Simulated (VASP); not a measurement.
# ZnGaSi (P4/nmm) in VASP: a series of runs

ZnGaSi is run at these levels: PBE, r2SCAN; tasks: single point.

All numbers are computed with VASP 6.6.1; they aren't measurements. Logs are shortened: lines on timing, memory, paths and dates and some standing lists are left out, and cuts for length are marked.

### 1 The cell of the first run

It takes space group P4/nmm (No. 129, tetragonal). Conventional cell: a = 3.204 Å, b = 3.204 Å, c = 8.079 Å, α = 90.00°, β = 90.00°, γ = 90.00°. Within 3.4 Å of Zn (site symmetry 4mm) lie 5 Si at 2.55 Å and 5 Ga at 2.71 to 2.87 Å and 4 Zn at 3.20 Å. Ga (site symmetry 4mm) has 8 Ga at 2.65 to 3.20 Å and 1 Si at 2.66 Å and 5 Zn at 2.71 to 2.87 Å within 3.5 Å. Within 3.4 Å of Si (site symmetry 4mm) lie 5 Zn at 2.55 Å and 8 Si at 2.65 to 3.20 Å and 1 Ga at 2.66 Å.

### 2 Single point, PBE

File INCAR:

```
PREC = Accurate
ENCUT = 520
EDIFF = 1E-6
ISMEAR = 0
SIGMA = 0.0208
LREAL = F
LASPH = T
NELM = 100
ALGO = Normal
ISIF = 2
LWAVE = F
LCHARG = F
GGA = PE
NBANDS = 38
```

File KPOINTS:

```
Automatic mesh
0
Gamma
  6 6 3
```

File POSCAR:

```
ZnGaSi
1.0
    3.2040430000      0.0000000000      0.0000000000
    0.0000000000      3.2040430000      0.0000000000
    0.0000000000      0.0000000000      8.0788180000
Zn Ga Si
2 2 2
Direct
    0.7500000000      0.7500000000      0.7306300000
    0.2500000000      0.2500000000      0.2693700000
    0.2500000000      0.2500000000      0.9146000000
    0.7500000000      0.7500000000      0.0854000000
    0.7500000000      0.7500000000      0.4152000000
    0.2500000000      0.2500000000      0.5848000000
```

Potentials or basis: VASP PAW PBE potentials, release 64 (Zn, Ga_d, Si).

Started as:

```console
cat potpaw_PBE.64/Zn/POTCAR potpaw_PBE.64/Ga_d/POTCAR potpaw_PBE.64/Si/POTCAR > POTCAR
mpirun -np 1 vasp_std > vasp.out
```

OUTCAR:

```text
PREC = Accurate
   ENCUT = 520
   EDIFF = 1E-6
   ISMEAR = 0
   LREAL = F
   LASPH = T
   NELM = 100
   ISIF = 2
   GGA = PE

 ion  position               nearest neighbor table
   1  0.750  0.750  0.731-   5 2.55   6 2.55   6 2.55   6 2.55   6 2.55   3 2.71   3 2.71   3 2.71
                             3 2.71   4 2.87
   2  0.250  0.250  0.269-   6 2.55   5 2.55   5 2.55   5 2.55   5 2.55   4 2.71   4 2.71   4 2.71
                             4 2.71   3 2.87
   3  0.250  0.250  0.915-   4 2.65   4 2.65   4 2.65   4 2.65   6 2.66   1 2.71   1 2.71   1 2.71
                             1 2.71   2 2.87
   4  0.750  0.750  0.085-   3 2.65   3 2.65   3 2.65   3 2.65   5 2.66   2 2.71   2 2.71   2 2.71
                             2 2.71   1 2.87
   5  0.750  0.750  0.415-   1 2.55   2 2.55   2 2.55   2 2.55   2 2.55   6 2.65   6 2.65   6 2.65
                             6 2.65   4 2.66
   6  0.250  0.250  0.585-   2 2.55   1 2.55   1 2.55   1 2.55   1 2.55   5 2.65   5 2.65   5 2.65
                             5 2.65   3 2.66

  LATTYP: Found a simple tetragonal cell.
 ALAT       =     3.2040430000
 C/A-ratio  =     2.5214449369

  Lattice vectors:

 A1 = (   3.2040430000,   0.0000000000,   0.0000000000)
 A2 = (   0.0000000000,   3.2040430000,   0.0000000000)
 A3 = (   0.0000000000,   0.0000000000,   8.0788180000)

Analysis of symmetry for initial positions (statically):
=====================================================================
 Subroutine PRICEL returns:
 Original cell was already a primitive cell.

 Routine SETGRP: Setting up the symmetry group for a
 simple tetragonal supercell.

 Subroutine GETGRP returns: Found 16 space group operations
 (whereof  4 operations were pure point group operations)
 out of a pool of 16 trial point group operations.

The static configuration has the point symmetry C_2h.
 The point group associated with its full space group is D_4h.

Analysis of symmetry for dynamics (positions and initial velocities):
=====================================================================
 Subroutine PRICEL returns:
 Original cell was already a primitive cell.

 Routine SETGRP: Setting up the symmetry group for a
 simple tetragonal supercell.

 Subroutine GETGRP returns: Found 16 space group operations
 (whereof  4 operations were pure point group operations)
 out of a pool of 16 trial point group operations.

The dynamic configuration has the point symmetry C_2h.
 The point group associated with its full space group is D_4h.

 Subroutine INISYM returns: Found 16 space group operations
 (whereof  4 operations are pure point group operations),
 and found     1 'primitive' translations

----------------------------------------------------------------------------------------

                                     Primitive cell

  volume of cell :      82.9363

  direct lattice vectors                    reciprocal lattice vectors
     3.204043000  0.000000000  0.000000000     0.312105674  0.000000000  0.000000000
     0.000000000  3.204043000  0.000000000     0.000000000  0.312105674  0.000000000
     0.000000000  0.000000000  8.078818000     0.000000000  0.000000000  0.123780484

  length of vectors
     3.204043000  3.204043000  8.078818000     0.312105674  0.312105674  0.123780484

  position of ions in fractional coordinates (direct lattice)
     0.750000000  0.750000000  0.730630000
     0.250000000  0.250000000  0.269370000
     0.250000000  0.250000000  0.914600000
     0.750000000  0.750000000  0.085400000
     0.750000000  0.750000000  0.415200000
     0.250000000  0.250000000  0.584800000

  ion indices of the primitive-cell ions
   primitive index   ion index
                 1           1
                 2           2
                 3           3
                 4           4
                 5           5
                 6           6

----------------------------------------------------------------------------------------

 KPOINTS: Automatic mesh

Automatic generation of k-mesh.
 Grid dimensions read from file:
 generate k-points for:    6    6    3

 Generating k-lattice:

  Cartesian coordinates                     Fractional coordinates (reciprocal lattice)
     0.052017612  0.000000000  0.000000000     0.166666667  0.000000000  0.000000000
     0.000000000  0.052017612  0.000000000     0.000000000  0.166666667  0.000000000
     0.000000000  0.000000000  0.041260161     0.000000000  0.000000000  0.333333333

  Length of vectors
     0.052017612  0.052017612  0.041260161

  Shift w.r.t. Gamma in fractional coordinates (k-lattice)
     0.000000000  0.000000000  0.000000000

 Subroutine IBZKPT returns following result:
 ===========================================

 Found     20 irreducible k-points:

 Following reciprocal coordinates:
            Coordinates               Weight
  0.000000  0.000000  0.000000      1.000000
  0.166667  0.000000  0.000000      4.000000
  0.333333  0.000000  0.000000      4.000000
  0.500000  0.000000  0.000000      2.000000
  0.166667  0.166667  0.000000      4.000000
  0.333333  0.166667  0.000000      8.000000
[... 12 lines left out ...]
  0.500000  0.333333  0.333333      8.000000
  0.500000  0.500000  0.333333      2.000000
   k-points           NKPTS =     20   k-points in BZ     NKDIM =     20   number of bands    NBANDS=     38
   number of dos      NEDOS =    301   number of ions     NIONS =      6
   total plane-waves  NPLWV =  34560
   dimension x,y,z NGX =    24 NGY =   24 NGZ =   60
   dimension x,y,z NGXF=    48 NGYF=   48 NGZF=  120
   ions per type =               2   2   2
   NGX,Y,Z   is equivalent  to a cutoff of  12.45, 12.45, 12.35 a.u.
   NGXF,Y,Z  is equivalent  to a cutoff of  24.91, 24.91, 24.69 a.u.
 SYSTEM =  unknown system
   PREC   = accura    normal or accurate (medium, high low for compatibility)
   ISTART =      0    job   : 0-new  1-cont  2-samecut
   ICHARG =      2    charge: 1-file 2-atom 10-const
   ISPIN  =      1    spin polarized calculation?
   LNONCOLLINEAR =      F non collinear calculations
   LSORBIT =      F    spin-orbit coupling
   LASPH  =      T    aspherical Exc in radial PAW
   ENCUT  =  520.0 eV  38.22 Ry    6.18 a.u.   5.96  5.96 15.02*2*pi/ulx,y,z
   NELM   =    100;   NELMIN=  2; NELMDL= -5     # of ELM steps
   EDIFF  = 0.1E-05   stopping-criterion for ELM
   LREAL  =      F    real-space projection
   EDIFFG = 0.1E-04   stopping-criterion for IOM
   NSW    =      0    number of steps for IOM
   IBRION =     -1    ionic relax: 0-MD 1-quasi-New 2-CG
   NFREE  =      0    steps in history (QN), initial steepest desc. (CG)
   ISIF   =      2    stress and relaxation
   ISYM   =      2    0-nonsym 1-usesym 2-fastsym
   POTIM  = 0.5000    time-step for ionic-motion
   TEBEG  =    0.0;   TEEND  =   0.0 temperature during run
   PSTRESS=    0.0 pullay stress
   NELECT =      58.0000    total number of electrons
   NUPDOWN=      -1.0000    fix difference up-down
   EMIN   =  10.00;   EMAX   =-10.00  energy-range for DOS
   EFERMI =   0.00;   METHOD = LEGACY
   ISMEAR =     0;   SIGMA  =   0.02  broadening in eV -4-tet -1-fermi 0-gaus
   EFERMI_NEDOS =   21; number of points for ismear=-14 and -15
   IALGO  =     38    algorithm
   IMIX   =      4    mixing-type and parameters
     AMIX     =   0.40;   BMIX     =  1.00
     AMIX_MAG =   1.60;   BMIX_MAG =  1.00
  volume/ion in A,a.u.               =      13.82        93.28
  Fermi-wavevector in a.u.,A,eV,Ry     =   1.453124  2.746006 28.729644  2.111569
  Thomas-Fermi vector in A             =   2.570427
   LORBIT       =      0    0 simple, 1 ext, 2 COOP (PROOUT), +10 PAW based schemes
   GGA     = PE    functional components
   LHFCALC =     F    Hartree Fock is set to
   AEXX    =    0.0000 exact exchange contribution
   IVDW    =     0    specifies the selected vdW correction
   LEPSILON=     F    determine dielectric tensor
   LRPA    =     F    only Hartree local field effects (RPA)
 non-spin polarized calculation
 Gauss-broadening in eV      SIGMA  =   0.02
  energy-cutoff  :      520.00
  volume of cell :       82.94
 maximum number of plane-waves:      2272
 NGX is ok and might be reduce to    24
   NGX = 11   NGY = 11   NGZ = 31

 number of electron      58.0000047 magnetization

 Free energy of the ion-electron system (eV)
  ---------------------------------------------------
  ext. energy  EPLUGINS =         0.00000000
  ---------------------------------------------------
  free energy    TOTEN  =       -16.12586652 eV

  energy without entropy =      -16.12307046  energy(sigma->0) =      -16.12446849

 E-fermi :   7.8699     XC(G=0): -12.0309

 val. band max:        7.8685206725   @ k =   0.5000   0.1667   0.3333
 cond. band min:       7.8891624704   @ k =   0.3333   0.0000   0.3333
 fundamental gap:      0.0206417979
 Fermi energy:         7.8699393351

 k-point     1 :       0.0000    0.0000    0.0000
  band No.  band energies     occupation
      1      -7.6385      2.00000
      2      -7.5686      2.00000
      3      -7.5038      2.00000
      4      -7.4646      2.00000
      5      -7.4646      2.00000
      6      -7.3287      2.00000
[... 30 lines left out ...]
     37      14.4116      0.00000
     38      15.1043      0.00000

 k-point     2 :       0.1667    0.0000    0.0000
  band No.  band energies     occupation
      1      -7.6203      2.00000
      2      -7.5458      2.00000
      3      -7.5326      2.00000
      4      -7.4864      2.00000
      5      -7.4422      2.00000
      6      -7.3920      2.00000
[... 30 lines left out ...]
     37      13.9280      0.00000
     38      15.0643      0.00000

 k-point     3 :       0.3333    0.0000    0.0000
  band No.  band energies     occupation
      1      -7.6170      2.00000
      2      -7.5728      2.00000
      3      -7.5364      2.00000
      4      -7.5013      2.00000
      5      -7.4391      2.00000
      6      -7.3823      2.00000
[... 30 lines left out ...]
     37      14.5925      0.00000
[... 617 lines left out ...]
 k-point    19 :       0.5000    0.3333    0.3333
  band No.  band energies     occupation
      1      -7.6069      2.00000
      2      -7.6069      2.00000
      3      -7.4812      2.00000
      4      -7.4812      2.00000
      5      -7.3728      2.00000
      6      -7.3728      2.00000
[... 30 lines left out ...]
     37      12.6735      0.00000
     38      12.6735      0.00000

 k-point    20 :       0.5000    0.5000    0.3333
  band No.  band energies     occupation
      1      -7.5682      2.00000
      2      -7.5682      2.00000
      3      -7.5508      2.00000
      4      -7.5508      2.00000
      5      -7.3161      2.00000
      6      -7.3161      2.00000
[... 30 lines left out ...]
     37      14.0843      0.00000
     38      14.0843      0.00000

------------------------ aborting loop because EDIFF is reached ----------------------------------------

  FORCE on cell =-STRESS in cart. coord.  units (eV):
  Direction    XX          YY          ZZ          XY          YZ          ZX
  --------------------------------------------------------------------------------------
  -------------------------------------------------------------------------------------
  Total       11.7681117     11.7681117      7.0482164      0.0000000      0.0000000      0.0000000
  in kB      227.3384357    227.3384357    136.1586750      0.0000000      0.0000000      0.0000000
  external PRESSURE =     196.9451821 kB  Pullay stress =       0.0000000 kB

 VOLUME and BASIS-vectors are now :
 -----------------------------------------------------------------------------
  energy-cutoff  :      520.00
  volume of cell :       82.94
      direct lattice vectors                 reciprocal lattice vectors
     3.204043000  0.000000000  0.000000000     0.312105674  0.000000000  0.000000000
     0.000000000  3.204043000  0.000000000     0.000000000  0.312105674  0.000000000
     0.000000000  0.000000000  8.078818000     0.000000000  0.000000000  0.123780484

 POSITION                                       TOTAL-FORCE (eV/Angst)
 -----------------------------------------------------------------------------------
      2.40303      2.40303      5.90263         0.000000      0.000000      0.178066
      0.80101      0.80101      2.17619         0.000000      0.000000     -0.178066
      0.80101      0.80101      7.38889        -0.000000     -0.000000     -0.093216
      2.40303      2.40303      0.68993        -0.000000      0.000000      0.093216
      2.40303      2.40303      3.35433        -0.000000      0.000000      1.044710
      0.80101      0.80101      4.72449        -0.000000      0.000000     -1.044710
 -----------------------------------------------------------------------------------
    total drift:                                0.000000     -0.000000      0.000000

  FREE ENERGIE OF THE ION-ELECTRON SYSTEM (eV)
  ---------------------------------------------------
  free  energy   TOTEN  =       -16.1258665231 eV

  energy  without entropy=      -16.1230704645  energy(sigma->0) =      -16.12446849
```

Run time: 42 s. Hardware: 1 thread of Intel Xeon Platinum 8259CL at 2.50GHz (Skylake/Cascade Lake), shared host; peak memory 0.21 GiB.

What came out:

| Property | Result |
| --- | --- |
| Free energy | -16.1259 eV |
| Pressure | 19.7 GPa |
| Largest force | 1.045 eV/Å |
| Band gap on the k mesh | zero (band 29 reaches 10.72 eV, above the bottom of band 30 at 4.94 eV) |

Forces on the atoms (eV/Å):
```
Zn   0.000  0.000  0.178
Zn   0.000  0.000 -0.178
Ga   0.000  0.000 -0.093
Ga   0.000  0.000  0.093
Si   0.000  0.000  1.045
Si   0.000  0.000 -1.045
```

Caveat: forces of over 1 eV/Å act on the atoms, so gaps and moduli don't describe the material at rest.

### 3 Single point, PBE

File INCAR:

```
  ALGO = Normal
  EDIFF = 1E-6
  ENCUT = 520
  GGA = PE
  ISIF = 2
  ISMEAR = 1
  LASPH = T
  LCHARG = F
  LREAL = F
  LWAVE = F
  NBANDS = 38
  NELM = 100
  PREC = Accurate
  SIGMA = 0.1
```

File KPOINTS:

```
k-points
0
Gamma
  6 6 3
```

POSCAR is that of step 2.

Potentials or basis: VASP PAW PBE potentials, release 64 (Zn, Ga_d, Si).

Started as:

```console
cat potpaw_PBE.64/Zn/POTCAR potpaw_PBE.64/Ga_d/POTCAR potpaw_PBE.64/Si/POTCAR > POTCAR
mpirun -np 1 vasp_std > vasp.out
```

It took 39 s on 1 thread of Intel Xeon Platinum 8259CL at 2.50GHz (Skylake/Cascade Lake), shared host; peak memory 0.21 GiB.

It converged, with:

| Item | Value |
| --- | --- |
| Free energy | -16.1283 eV |
| Pressure | 19.6 GPa |
| Largest force | 1.010 eV/Å |
| Band gap on the k mesh | zero (band 29 reaches 10.71 eV, above the bottom of band 30 at 4.94 eV) |

Forces in eV/Å, atoms in the order of the input:
```
Zn   0.000  0.000  0.202
Zn   0.000  0.000 -0.202
Ga   0.000  0.000 -0.088
Ga   0.000  0.000  0.088
Si   0.000  0.000  1.010
Si   0.000  0.000 -1.010
```

Stress tensor (GPa, compression positive):
```
22.47  0.00  0.00
 0.00 22.47  0.00
 0.00  0.00 13.80
```

Levels at points of the mesh, in eV from the Fermi level:
| k point | band 24 | band 25 | band 26 | band 27 | band 28 | band 29 | band 30 | band 31 | band 32 | band 33 |
| --- | --- | --- | --- | --- | --- | --- | --- | --- | --- | --- |
| (0.00, 0.00, 0.00) | -4.01 | -3.42 | -0.63 | -0.63 | 1.53 | 2.56 | 2.56 | 2.72 | 2.72 | 3.19 |
| (0.50, 0.00, 0.00) | -6.84 | -6.45 | -6.45 | -0.01 | -0.01 | 0.01 | 0.01 | 2.82 | 2.82 | 5.41 |
| (0.50, 0.50, 0.00) | -5.74 | -3.95 | -3.95 | -2.94 | -2.94 | -2.92 | -2.92 | -2.57 | -2.57 | 2.82 |

Caveat: forces of over 1 eV/Å act on the atoms, so gaps and moduli don't describe the material at rest.

(Part 1 of 2 ends here.)
